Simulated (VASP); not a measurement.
# P (Cmce) in VASP: single point with r2SCAN+D3(BJ)

Aim: the single point of P with r2SCAN+D3(BJ).

All numbers are computed with VASP 6.6.1; they aren't measurements. Logs are shortened: lines on timing, memory, paths and dates and some standing lists are left out, and cuts for length are marked.

## Step 1: The cell of the first run

The structure is orthorhombic, space group Cmce (No. 64). The conventional cell has a = 3.316 Å, b = 10.484 Å, c = 4.379 Å, α = 90.00°, β = 90.00°, γ = 90.00°. Within 2.9 Å of P (site symmetry m) lie 3 P at 2.22 to 2.24 Å.

## Step 2: Single point, r2SCAN+D3(BJ)

File POSCAR:

```
P
1.0
    1.6582000000     -5.2420000000      0.0000000000
    1.6582000000      5.2420000000      0.0000000000
    0.0000000000      0.0000000000      4.3793000000
P
4
Direct
    0.8983800000      0.1016200000      0.0806800000
    0.6016200000      0.3983800000      0.5806800000
    0.1016200000      0.8983800000      0.9193200000
    0.3983800000      0.6016200000      0.4193200000
```

File INCAR.step1:

```
SYSTEM = P
PREC = Accurate ; ENCUT = 520
ISMEAR = 0 ; SIGMA = 0.1
LREAL = .False. ; LASPH = .True.
NELM = 60 ; NBANDS = 18
GGA = PE ; ALGO = Normal
EDIFF = 1E-4 ; LWAVE = .True.
LCHARG = .False.
```

File INCAR.step2:

```
SYSTEM = P
PREC = Accurate ; ENCUT = 520
EDIFF = 1E-6 ; ISMEAR = 0
SIGMA = 0.1 ; LREAL = .False.
LASPH = .True. ; NELM = 60
ALGO = Normal ; ISIF = 2
LWAVE = .False. ; LCHARG = .False.
METAGGA = R2SCAN ; LMIXTAU = .True.
IVDW = 12 ; VDW_S6 = 1.0
VDW_S8 = 0.78981345 ; VDW_A1 = 0.49484001
VDW_A2 = 5.73083694 ; NBANDS = 18
ISTART = 1
```

File KPOINTS:

```
regular mesh
0
Gamma
  6 6 4
  0 0 0
```

Potentials or basis: VASP PAW PBE potentials, release 64 (P).

Started as:

```sh
cat potpaw_PBE.64/P/POTCAR > POTCAR
cp INCAR.step1 INCAR
mpirun -np 1 vasp_std > vasp.out
cp INCAR.step2 INCAR
mpirun -np 1 vasp_std > vasp.out
```

OUTCAR:

```text
SYSTEM = P
   PREC = Accurate
   ENCUT = 520
   EDIFF = 1E-6
   ISMEAR = 0
   LREAL = .False.
   LASPH = .True.
   NELM = 60
   ISIF = 2
   METAGGA = R2SCAN
   IVDW = 12
   ISTART = 1
 IVDW          = 12

 ion  position               nearest neighbor table
   1  0.898  0.102  0.081-   4 2.22   4 2.22   3 2.24
   2  0.602  0.398  0.581-   3 2.22   3 2.22   4 2.24
   3  0.102  0.898  0.919-   2 2.22   2 2.22   1 2.24
   4  0.398  0.602  0.419-   1 2.22   1 2.22   2 2.24

  LATTYP: Found a base centered orthorhombic cell.
 ALAT       =     3.3164000000
 B/A-ratio  =     3.1612591967
 C/A-ratio  =     1.3204981305

  Lattice vectors:

 A1 = (   1.6582000000,  -5.2420000000,   0.0000000000)
 A2 = (   1.6582000000,   5.2420000000,   0.0000000000)
 A3 = (   0.0000000000,   0.0000000000,   4.3793000000)

Analysis of symmetry for initial positions (statically):
=====================================================================
 Subroutine PRICEL returns:
 Original cell was already a primitive cell.

 Routine SETGRP: Setting up the symmetry group for a
 base centered orthorhombic supercell.

 Subroutine GETGRP returns: Found  8 space group operations
 (whereof  4 operations were pure point group operations)
 out of a pool of  8 trial point group operations.

The static configuration has the point symmetry C_2h.
 The point group associated with its full space group is D_2h.

Analysis of symmetry for dynamics (positions and initial velocities):
=====================================================================
 Subroutine PRICEL returns:
 Original cell was already a primitive cell.

 Routine SETGRP: Setting up the symmetry group for a
 base centered orthorhombic supercell.

 Subroutine GETGRP returns: Found  8 space group operations
 (whereof  4 operations were pure point group operations)
 out of a pool of  8 trial point group operations.

The dynamic configuration has the point symmetry C_2h.
 The point group associated with its full space group is D_2h.

 Subroutine INISYM returns: Found  8 space group operations
 (whereof  4 operations are pure point group operations),
 and found     1 'primitive' translations

----------------------------------------------------------------------------------------

                                     Primitive cell

  volume of cell :      76.1322

  direct lattice vectors                    reciprocal lattice vectors
     1.658200000 -5.242000000  0.000000000     0.301531781 -0.095383441  0.000000000
     1.658200000  5.242000000  0.000000000     0.301531781  0.095383441  0.000000000
     0.000000000  0.000000000  4.379300000     0.000000000  0.000000000  0.228346996

  length of vectors
     5.498017028  5.498017028  4.379300000     0.316258464  0.316258464  0.228346996

  position of ions in fractional coordinates (direct lattice)
     0.898380000  0.101620000  0.080680000
     0.601620000  0.398380000  0.580680000
     0.101620000  0.898380000  0.919320000
     0.398380000  0.601620000  0.419320000

  ion indices of the primitive-cell ions
   primitive index   ion index
                 1           1
                 2           2
                 3           3
                 4           4

----------------------------------------------------------------------------------------

 KPOINTS: regular mesh

Automatic generation of k-mesh.
 Grid dimensions read from file:
 generate k-points for:    6    6    4

 Generating k-lattice:

  Cartesian coordinates                     Fractional coordinates (reciprocal lattice)
     0.050255297 -0.015897240  0.000000000     0.166666667  0.000000000  0.000000000
     0.050255297  0.015897240  0.000000000     0.000000000  0.166666667  0.000000000
     0.000000000  0.000000000  0.057086749     0.000000000  0.000000000  0.250000000

  Length of vectors
     0.052709744  0.052709744  0.057086749

  Shift w.r.t. Gamma in fractional coordinates (k-lattice)
     0.000000000  0.000000000  0.000000000

 Subroutine IBZKPT returns following result:
 ===========================================

 Found     39 irreducible k-points:

 Following reciprocal coordinates:
            Coordinates               Weight
  0.000000  0.000000  0.000000      1.000000
  0.166667  0.000000  0.000000      4.000000
  0.333333 -0.000000  0.000000      4.000000
  0.500000  0.000000  0.000000      2.000000
  0.166667  0.166667  0.000000      2.000000
  0.333333  0.166667  0.000000      4.000000
[... 16 lines left out ...]
  0.333333  0.333333  0.250000      4.000000
  0.500000  0.333333  0.250000      8.000000
 [... further k-points ...]
   k-points           NKPTS =     39   k-points in BZ     NKDIM =     39   number of bands    NBANDS=     18
   number of dos      NEDOS =    301   number of ions     NIONS =      4
   total plane-waves  NPLWV =  63504
   dimension x,y,z NGX =    42 NGY =   42 NGZ =   36
   dimension x,y,z NGXF=    84 NGYF=   84 NGZF=   72
   ions per type =               4
   NGX,Y,Z   is equivalent  to a cutoff of  12.70, 12.70, 13.67 a.u.
   NGXF,Y,Z  is equivalent  to a cutoff of  25.40, 25.40, 27.33 a.u.
 SYSTEM =  P
   PREC   = accura    normal or accurate (medium, high low for compatibility)
   ISTART =      1    job   : 0-new  1-cont  2-samecut
   ICHARG =      0    charge: 1-file 2-atom 10-const
   ISPIN  =      1    spin polarized calculation?
   LNONCOLLINEAR =      F non collinear calculations
   LSORBIT =      F    spin-orbit coupling
   LASPH  =      T    aspherical Exc in radial PAW
   ENCUT  =  520.0 eV  38.22 Ry    6.18 a.u.  10.22 10.22  8.14*2*pi/ulx,y,z
   NELM   =     60;   NELMIN=  2; NELMDL=  0     # of ELM steps
   EDIFF  = 0.1E-05   stopping-criterion for ELM
   LREAL  =      F    real-space projection
   EDIFFG = 0.1E-04   stopping-criterion for IOM
   NSW    =      0    number of steps for IOM
   IBRION =     -1    ionic relax: 0-MD 1-quasi-New 2-CG
   NFREE  =      0    steps in history (QN), initial steepest desc. (CG)
   ISIF   =      2    stress and relaxation
   ISYM   =      2    0-nonsym 1-usesym 2-fastsym
   POTIM  = 0.5000    time-step for ionic-motion
   TEBEG  =    0.0;   TEEND  =   0.0 temperature during run
   PSTRESS=    0.0 pullay stress
   NELECT =      20.0000    total number of electrons
   NUPDOWN=      -1.0000    fix difference up-down
   EMIN   =  10.00;   EMAX   =-10.00  energy-range for DOS
   EFERMI =   0.00;   METHOD = LEGACY
   ISMEAR =     0;   SIGMA  =   0.10  broadening in eV -4-tet -1-fermi 0-gaus
   EFERMI_NEDOS =   21; number of points for ismear=-14 and -15
   IALGO  =     38    algorithm
   IMIX   =      4    mixing-type and parameters
     AMIX     =   0.40;   BMIX     =  1.00
     AMIX_MAG =   1.60;   BMIX_MAG =  1.00
  volume/ion in A,a.u.               =      19.03       128.44
  Fermi-wavevector in a.u.,A,eV,Ry     =   1.048484  1.981348 14.957149  1.099319
  Thomas-Fermi vector in A             =   2.183408
   LORBIT       =      0    0 simple, 1 ext, 2 COOP (PROOUT), +10 PAW based schemes
   METAGGA = R2SCAN    functional components
   LHFCALC =     F    Hartree Fock is set to
   AEXX    =    0.0000 exact exchange contribution
   IVDW    =    12    specifies the selected vdW correction
   LEPSILON=     F    determine dielectric tensor
   LRPA    =     F    only Hartree local field effects (RPA)
 non-spin polarized calculation
 Gauss-broadening in eV      SIGMA  =   0.10
  energy-cutoff  :      520.00
  volume of cell :       76.13
 maximum number of plane-waves:      2064
 NGX is ok and might be reduce to    42
   NGX = 21   NGY = 21   NGZ = 17

 number of electron      19.9999999 magnetization

 Free energy of the ion-electron system (eV)
  ---------------------------------------------------
  ext. energy  EPLUGINS =         0.00000000
  ---------------------------------------------------
  free energy    TOTEN  =       -35.86345630 eV

  energy without entropy =      -35.86260911  energy(sigma->0) =      -35.86303271

 E-fermi :   6.6939     XC(G=0): -10.2922

 val. band max:        6.6491000540   @ k =   0.5000   0.5000   0.0000
 cond. band min:       6.7999345917   @ k =   0.5000   0.5000   0.0000
 fundamental gap:      0.1508345377
 Fermi energy:         6.6938958546

 k-point     1 :       0.0000    0.0000    0.0000
  band No.  band energies     occupation
      1     -10.0983      2.00000
      2      -6.9107      2.00000
      3      -3.4847      2.00000
      4      -0.7565      2.00000
      5       1.3966      2.00000
      6       1.7438      2.00000
[... 10 lines left out ...]
     17      14.2281      0.00000
     18      14.3747      0.00000

 k-point     2 :       0.1667    0.0000    0.0000
  band No.  band energies     occupation
      1      -9.7386      2.00000
      2      -6.5908      2.00000
      3      -3.7560      2.00000
      4      -0.4219      2.00000
      5       0.6205      2.00000
      6       1.0353      2.00000
[... 10 lines left out ...]
     17      12.0355      0.00000
     18      14.0294      0.00000

 k-point     3 :       0.3333   -0.0000    0.0000
  band No.  band energies     occupation
      1      -8.6828      2.00000
      2      -5.6283      2.00000
      3      -5.0814      2.00000
      4      -1.8288      2.00000
      5       0.4294      2.00000
      6       0.4518      2.00000
[... 10 lines left out ...]
     17      13.8340      0.00000
     18      13.9168      0.00000

 k-point     4 :       0.5000    0.0000    0.0000
  band No.  band energies     occupation
      1      -7.0261      2.00000
      2      -7.0261      2.00000
      3      -4.0245      2.00000
      4      -4.0245      2.00000
      5       0.9253      2.00000
      6       0.9253      2.00000
[... 375 lines left out ...]
      4      -1.2504      2.00000
      5       0.9603      2.00000
      6       2.4644      2.00000
[... 10 lines left out ...]
     17      13.7401      0.00000
     18      14.2208      0.00000

 k-point    23 :       0.3333    0.3333    0.2500
  band No.  band energies     occupation
      1      -8.1900      2.00000
      2      -6.4584      2.00000
      3      -4.6566      2.00000
      4      -2.1211      2.00000
      5      -0.5750      2.00000
      6       0.5210      2.00000
[... 10 lines left out ...]
     17      13.1295      0.00000
     18      13.4100      0.00000

 k-point    24 :       0.5000    0.3333    0.2500
  band No.  band energies     occupation
      1      -9.1902      2.00000
      2      -7.3517      2.00000
      3      -3.9028      2.00000
      4      -1.5232      2.00000
      5       0.3782      2.00000
      6       1.7856      2.00000
[... 10 lines left out ...]
     17      12.2152      0.00000
     18      13.5180      0.00000

 [... further k-points ...]

------------------------ aborting loop because EDIFF is reached ----------------------------------------

 Edisp (eV)   -0.68936

 E8    (eV) :    -0.1958

  FORCE on cell =-STRESS in cart. coord.  units (eV):
  Direction    XX          YY          ZZ          XY          YZ          ZX
  --------------------------------------------------------------------------------------
  -------------------------------------------------------------------------------------
  Total      -0.59737    -0.27042    -0.71493     0.00000     0.00000     0.00000
  in kB     -12.57139    -5.69095   -15.04544     0.00000     0.00000     0.00000
  external pressure =      -11.10 kB  Pullay stress =        0.00 kB

 VOLUME and BASIS-vectors are now :
 -----------------------------------------------------------------------------
  energy-cutoff  :      520.00
  volume of cell :       76.13
      direct lattice vectors                 reciprocal lattice vectors
     1.658200000 -5.242000000  0.000000000     0.301531781 -0.095383441  0.000000000
     1.658200000  5.242000000  0.000000000     0.301531781  0.095383441  0.000000000
     0.000000000  0.000000000  4.379300000     0.000000000  0.000000000  0.228346996

 POSITION                                       TOTAL-FORCE (eV/Angst)
 -----------------------------------------------------------------------------------
      1.65820     -4.17662      0.35332         0.000000     -0.114778      0.260862
      1.65820     -1.06538      2.54297         0.000000      0.114778      0.260862
      1.65820      4.17662      4.02598         0.000000      0.114778     -0.260862
      1.65820      1.06538      1.83633         0.000000     -0.114778     -0.260862
 -----------------------------------------------------------------------------------
    total drift:                                0.000000     -0.000000     -0.000000

  FREE ENERGIE OF THE ION-ELECTRON SYSTEM (eV)
  ---------------------------------------------------
  free  energy   TOTEN  =       -36.5528177533 eV

  energy  without entropy=      -36.5519705712  energy(sigma->0) =      -36.55239416
```

Wall time 2.4 min (1 thread of Intel Xeon Platinum 8488C (Sapphire Rapids), shared host); peak memory 0.25 GiB.

Results:

| Property | Result |
| --- | --- |
| Free energy | -36.5528 eV |
| Pressure | -1.1 GPa |
| Largest force | 0.285 eV/Å |
| Band gap on the k mesh | 0.15 eV, direct |
| Dispersion energy per atom | -0.172 eV |

Forces in eV/Å, atoms in the order of the input:
```
P    0.000 -0.115  0.261
P    0.000  0.115  0.261
P    0.000  0.115 -0.261
P    0.000 -0.115 -0.261
```

Caveat: the PAW data sets were made with another functional, which shifts forces and pressure a little.
